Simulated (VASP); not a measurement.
# BP (P-6m2) in VASP: further runs

The runs below take BP through single point, relaxation of cell and atoms, with PBE+D3(BJ).

All numbers are computed with VASP 6.6.1; they aren't measurements. Logs are shortened: lines on timing, memory, paths and dates and some standing lists are left out, and cuts for length are marked.

### Step 1. The cell of the first run

The structure is hexagonal, space group P-6m2 (No. 187). The conventional cell has a = 3.198 Å, b = 3.198 Å, c = 6.974 Å, α = 90.00°, β = 90.00°, γ = 120.00°. Within 2.5 Å of B (site symmetry -6m2) lie 3 P at 1.85 Å. B (site symmetry -6m2) has 3 P at 1.85 Å within 2.5 Å. P (site symmetry -6m2) has 3 B at 1.85 Å within 2.5 Å. Within 2.5 Å of P (site symmetry -6m2) lie 3 B at 1.85 Å.

### Step 2. Single point, PBE+D3(BJ)

Input file INCAR:

```
SYSTEM = BP
  PREC = Accurate
  ENCUT = 520
  EDIFF = 1E-7
  ISMEAR = 0
  SIGMA = 0.02
  LREAL = .False.
  LASPH = .True.
  NELM = 100
  ALGO = Normal
  ISIF = 2
  LWAVE = .False.
  LCHARG = .False.
  GGA = PE
  IVDW = 12
  NBANDS = 16
```

Input file KPOINTS:

```
Automatic mesh
0
Gamma
  12 12 6
  0 0 0
```

Input file POSCAR:

```
BP
1.0
    3.1981383776      0.0000000000      0.0000000000
   -1.5990691888      2.7696690798      0.0000000000
    0.0000000000      0.0000000000      6.9738951263
B P
2 2
Direct
    0.6666666667      0.3333333333      0.0000000000
    0.3333333333      0.6666666667      0.5000000000
    0.3333333333      0.6666666667      0.0000000000
    0.0000000000      0.0000000000      0.5000000000
```

Potentials or basis: VASP PAW PBE potentials, release 64 (B, P).

Launch:

```bash
> cat potpaw_PBE.64/B/POTCAR potpaw_PBE.64/P/POTCAR > POTCAR
> mpirun -np 1 vasp_std > vasp.out
```

OUTCAR:

```text
SYSTEM = BP
   PREC = Accurate
   ENCUT = 520
   EDIFF = 1E-7
   ISMEAR = 0
   LREAL = .False.
   LASPH = .True.
   NELM = 100
   ISIF = 2
   GGA = PE
   IVDW = 12
 IVDW          = 12

 ion  position               nearest neighbor table
   1  0.667  0.333  0.000-   3 1.85   3 1.85   3 1.85
   2  0.333  0.667  0.500-   4 1.85   4 1.85   4 1.85
   3  0.333  0.667  0.000-   1 1.85   1 1.85   1 1.85
   4  0.000  0.000  0.500-   2 1.85   2 1.85   2 1.85

  LATTYP: Found a hexagonal cell.
 ALAT       =     3.1981383776
 C/A-ratio  =     2.1806108126

  Lattice vectors:

 A1 = (   3.1981383776,   0.0000000000,   0.0000000000)
 A2 = (  -1.5990691888,   2.7696690798,   0.0000000000)
 A3 = (   0.0000000000,   0.0000000000,   6.9738951263)

Analysis of symmetry for initial positions (statically):
=====================================================================
 Subroutine PRICEL returns:
 Original cell was already a primitive cell.

 Routine SETGRP: Setting up the symmetry group for a
 hexagonal supercell.

 Subroutine GETGRP returns: Found 12 space group operations
 (whereof 12 operations were pure point group operations)
 out of a pool of 24 trial point group operations.

The static configuration has the point symmetry D_3h.

Analysis of symmetry for dynamics (positions and initial velocities):
=====================================================================
 Subroutine PRICEL returns:
 Original cell was already a primitive cell.

 Routine SETGRP: Setting up the symmetry group for a
 hexagonal supercell.

 Subroutine GETGRP returns: Found 12 space group operations
 (whereof 12 operations were pure point group operations)
 out of a pool of 24 trial point group operations.

The dynamic configuration has the point symmetry D_3h.

 Subroutine INISYM returns: Found 12 space group operations
 (whereof 12 operations are pure point group operations),
 and found     1 'primitive' translations

----------------------------------------------------------------------------------------

                                     Primitive cell

  volume of cell :      61.7733

  direct lattice vectors                    reciprocal lattice vectors
     3.198138378  0.000000000  0.000000000     0.312681905  0.180526982  0.000000000
    -1.599069189  2.769669080  0.000000000     0.000000000  0.361053964  0.000000000
     0.000000000  0.000000000  6.973895126     0.000000000  0.000000000  0.143391890

  length of vectors
     3.198138378  3.198138378  6.973895126     0.361053964  0.361053964  0.143391890

  position of ions in fractional coordinates (direct lattice)
     0.666666667  0.333333333  0.000000000
     0.333333333  0.666666667  0.500000000
     0.333333333  0.666666667  0.000000000
     0.000000000  0.000000000  0.500000000

  ion indices of the primitive-cell ions
   primitive index   ion index
                 1           1
                 2           2
                 3           3
                 4           4

----------------------------------------------------------------------------------------

 KPOINTS: Automatic mesh

Automatic generation of k-mesh.
 Grid dimensions read from file:
 generate k-points for:   12   12    6

 Generating k-lattice:

  Cartesian coordinates                     Fractional coordinates (reciprocal lattice)
     0.026056825  0.015043915  0.000000000     0.083333333  0.000000000  0.000000000
     0.000000000  0.030087830  0.000000000     0.000000000  0.083333333  0.000000000
     0.000000000  0.000000000  0.023898648     0.000000000  0.000000000  0.166666667

  Length of vectors
     0.030087830  0.030087830  0.023898648

  Shift w.r.t. Gamma in fractional coordinates (k-lattice)
     0.000000000  0.000000000  0.000000000

 Subroutine IBZKPT returns following result:
 ===========================================

 Found     76 irreducible k-points:

 Following reciprocal coordinates:
            Coordinates               Weight
  0.000000  0.000000  0.000000      1.000000
  0.083333  0.000000  0.000000      6.000000
  0.166667  0.000000  0.000000      6.000000
  0.250000 -0.000000  0.000000      6.000000
  0.333333  0.000000  0.000000      6.000000
  0.416667 -0.000000  0.000000      6.000000
[... 16 lines left out ...]
  0.250000 -0.000000  0.166667     12.000000
  0.333333  0.000000  0.166667     12.000000
 [... further k-points ...]
   k-points           NKPTS =     76   k-points in BZ     NKDIM =     76   number of bands    NBANDS=     16
   number of dos      NEDOS =    301   number of ions     NIONS =      4
   total plane-waves  NPLWV =  31104
   dimension x,y,z NGX =    24 NGY =   24 NGZ =   54
   dimension x,y,z NGXF=    48 NGYF=   48 NGZF=  108
   ions per type =               2   2
   NGX,Y,Z   is equivalent  to a cutoff of  12.48, 12.48, 12.87 a.u.
   NGXF,Y,Z  is equivalent  to a cutoff of  24.95, 24.95, 25.75 a.u.
 SYSTEM =  BP
   PREC   = accura    normal or accurate (medium, high low for compatibility)
   ISTART =      0    job   : 0-new  1-cont  2-samecut
   ICHARG =      2    charge: 1-file 2-atom 10-const
   ISPIN  =      1    spin polarized calculation?
   LNONCOLLINEAR =      F non collinear calculations
   LSORBIT =      F    spin-orbit coupling
   LASPH  =      T    aspherical Exc in radial PAW
   ENCUT  =  520.0 eV  38.22 Ry    6.18 a.u.   5.95  5.95 12.97*2*pi/ulx,y,z
   NELM   =    100;   NELMIN=  2; NELMDL= -5     # of ELM steps
   EDIFF  = 0.1E-06   stopping-criterion for ELM
   LREAL  =      F    real-space projection
   EDIFFG = 0.1E-05   stopping-criterion for IOM
   NSW    =      0    number of steps for IOM
   IBRION =     -1    ionic relax: 0-MD 1-quasi-New 2-CG
   NFREE  =      0    steps in history (QN), initial steepest desc. (CG)
   ISIF   =      2    stress and relaxation
   ISYM   =      2    0-nonsym 1-usesym 2-fastsym
   POTIM  = 0.5000    time-step for ionic-motion
   TEBEG  =    0.0;   TEEND  =   0.0 temperature during run
   PSTRESS=    0.0 pullay stress
   NELECT =      16.0000    total number of electrons
   NUPDOWN=      -1.0000    fix difference up-down
   EMIN   =  10.00;   EMAX   =-10.00  energy-range for DOS
   EFERMI =   0.00;   METHOD = LEGACY
   ISMEAR =     0;   SIGMA  =   0.02  broadening in eV -4-tet -1-fermi 0-gaus
   EFERMI_NEDOS =   21; number of points for ismear=-14 and -15
   IALGO  =     38    algorithm
   IMIX   =      4    mixing-type and parameters
     AMIX     =   0.40;   BMIX     =  1.00
     AMIX_MAG =   1.60;   BMIX_MAG =  1.00
  volume/ion in A,a.u.               =      15.44       104.22
  Fermi-wavevector in a.u.,A,eV,Ry     =   1.043553  1.972030 14.816793  1.089004
  Thomas-Fermi vector in A             =   2.178268
   LORBIT       =      0    0 simple, 1 ext, 2 COOP (PROOUT), +10 PAW based schemes
   GGA     = PE    functional components
   LHFCALC =     F    Hartree Fock is set to
   AEXX    =    0.0000 exact exchange contribution
   IVDW    =    12    specifies the selected vdW correction
   LEPSILON=     F    determine dielectric tensor
   LRPA    =     F    only Hartree local field effects (RPA)
 non-spin polarized calculation
 Gauss-broadening in eV      SIGMA  =   0.02
  energy-cutoff  :      520.00
  volume of cell :       61.77
 maximum number of plane-waves:      1686
 NGX is ok and might be reduce to    24
   NGX = 11   NGY = 11   NGZ = 25

 number of electron      16.0000001 magnetization

 Free energy of the ion-electron system (eV)
  ---------------------------------------------------
  ext. energy  EPLUGINS =         0.00000000
  ---------------------------------------------------
  free energy    TOTEN  =       -24.25093172 eV

  energy without entropy =      -24.25093172  energy(sigma->0) =      -24.25093172

 E-fermi :   4.2960     XC(G=0):  -9.4721

 val. band max:        4.1609754965   @ k =   0.3333   0.3333   0.5000
 cond. band min:       4.7419847337   @ k =   0.3333   0.3333   0.0000
 fundamental gap:      0.5810092372
 Fermi energy:         4.2960424356

 k-point     1 :       0.0000    0.0000    0.0000
  band No.  band energies     occupation
      1      -9.9148      2.00000
      2      -9.3435      2.00000
      3      -1.4368      2.00000
      4       1.6749      2.00000
      5       2.4157      2.00000
      6       2.4157      2.00000
[... 8 lines left out ...]
     15      10.4050      0.00000
     16      12.4717      0.00000

 k-point     2 :       0.0833    0.0000    0.0000
  band No.  band energies     occupation
      1      -9.8065      2.00000
      2      -9.2384      2.00000
      3      -1.3163      2.00000
      4       1.7800      2.00000
      5       1.8563      2.00000
      6       2.0434      2.00000
[... 8 lines left out ...]
     15      10.9075      0.00000
     16      11.7965      0.00000

 k-point     3 :       0.1667    0.0000    0.0000
  band No.  band energies     occupation
      1      -9.4844      2.00000
      2      -8.9263      2.00000
      3      -0.9567      2.00000
      4       0.5484      2.00000
      5       0.8094      2.00000
      6       1.6984      2.00000
[... 8 lines left out ...]
     15      11.3688      0.00000
     16      11.4403      0.00000

 k-point     4 :       0.2500   -0.0000    0.0000
  band No.  band energies     occupation
      1      -8.9580      2.00000
      2      -8.4189      2.00000
      3      -1.0057      2.00000
      4      -0.6808      2.00000
      5      -0.3645      2.00000
      6       1.1638      2.00000
[... 8 lines left out ...]
     15      12.1659      0.00000
     16      12.6188      0.00000

 k-point     5 :       0.3333    0.0000    0.0000
  band No.  band energies     occupation
      1      -8.2531      2.00000
      2      -7.7494      2.00000
      3      -2.5275      2.00000
      4      -2.1634      2.00000
      5       0.4439      2.00000
      6       0.7261      2.00000
[... 8 lines left out ...]
     15      13.8667      0.00000
     16      14.0772      0.00000

 k-point     6 :       0.4167   -0.0000    0.0000
  band No.  band energies     occupation
      1      -7.4533      2.00000
      2      -7.0328      2.00000
      3      -3.7965      2.00000
      4      -3.4486      2.00000
      5       0.4465      2.00000
      6       0.7044      2.00000
[... 8 lines left out ...]
     15      14.0172      0.00000
     16      15.1318      0.00000
[... 267 lines left out ...]
 k-point    21 :       0.0833    0.0000    0.1667
  band No.  band energies     occupation
      1      -9.7750      2.00000
      2      -9.2799      2.00000
      3      -1.1563      2.00000
      4       1.4766      2.00000
      5       1.8638      2.00000
      6       2.0370      2.00000
[... 8 lines left out ...]
     15      10.8930      0.00000
     16      11.8910      0.00000

 k-point    22 :       0.1667    0.0000    0.1667
  band No.  band energies     occupation
      1      -9.4534      2.00000
      2      -8.9668      2.00000
      3      -0.7995      2.00000
      4       0.5621      2.00000
      5       0.7934      2.00000
      6       1.7077      2.00000
[... 8 lines left out ...]
     15      11.2458      0.00000
     16      11.5228      0.00000

 k-point    23 :       0.2500   -0.0000    0.1667
  band No.  band energies     occupation
      1      -8.9281      2.00000
      2      -8.4576      2.00000
      3      -0.9909      2.00000
      4      -0.7045      2.00000
      5      -0.2049      2.00000
      6       1.1750      2.00000
[... 8 lines left out ...]
     15      12.1529      0.00000
     16      12.6463      0.00000

 k-point    24 :       0.3333    0.0000    0.1667
  band No.  band energies     occupation
      1      -8.2253      2.00000
      2      -7.7847      2.00000
      3      -2.5093      2.00000
      4      -2.1894      2.00000
      5       0.5947      2.00000
      6       0.7383      2.00000
[... 8 lines left out ...]
     15      13.8579      0.00000
     16      14.0521      0.00000

 [... further k-points ...]

------------------------ aborting loop because EDIFF is reached ----------------------------------------

 Edisp (eV)   -0.98931

 E8    (eV) :    -0.3578

  FORCE on cell =-STRESS in cart. coord.  units (eV):
  Direction    XX          YY          ZZ          XY          YZ          ZX
  --------------------------------------------------------------------------------------
  -------------------------------------------------------------------------------------
  Total      -0.11738    -0.11738    -0.01745     0.00000     0.00000     0.00000
  in kB      -3.04432    -3.04432    -0.45261     0.00000     0.00000     0.00000
  external pressure =       -2.18 kB  Pullay stress =        0.00 kB

 VOLUME and BASIS-vectors are now :
 -----------------------------------------------------------------------------
  energy-cutoff  :      520.00
  volume of cell :       61.77
      direct lattice vectors                 reciprocal lattice vectors
     3.198138378  0.000000000  0.000000000     0.312681905  0.180526982  0.000000000
    -1.599069189  2.769669080  0.000000000     0.000000000  0.361053964  0.000000000
     0.000000000  0.000000000  6.973895126     0.000000000  0.000000000  0.143391890

 POSITION                                       TOTAL-FORCE (eV/Angst)
 -----------------------------------------------------------------------------------
      1.59907      0.92322      0.00000         0.000000     -0.000000      0.000000
     -0.00000      1.84645      3.48695        -0.000000     -0.000000      0.000000
     -0.00000      1.84645      0.00000         0.000000      0.000000      0.000000
      0.00000      0.00000      3.48695        -0.000000     -0.000000      0.000000
 -----------------------------------------------------------------------------------
    total drift:                                0.000000     -0.000000      0.000000

  FREE ENERGIE OF THE ION-ELECTRON SYSTEM (eV)
  ---------------------------------------------------
  free  energy   TOTEN  =       -25.2402466248 eV

  energy  without entropy=      -25.2402466248  energy(sigma->0) =      -25.24024662
```

Run time: 40 s. Hardware: 1 thread of Intel Xeon Platinum 8559C (Emerald Rapids), shared host; peak memory 0.22 GiB.

Results:

| Property | Result |
| --- | --- |
| Free energy | -25.2402 eV |
| Pressure | -0.2 GPa |
| Band gap on the k mesh | 0.58 eV (least direct gap 0.74 eV) |
| Dispersion energy per atom | -0.247 eV |

A k mesh can miss the band edges.

[end of part 1 of 2]
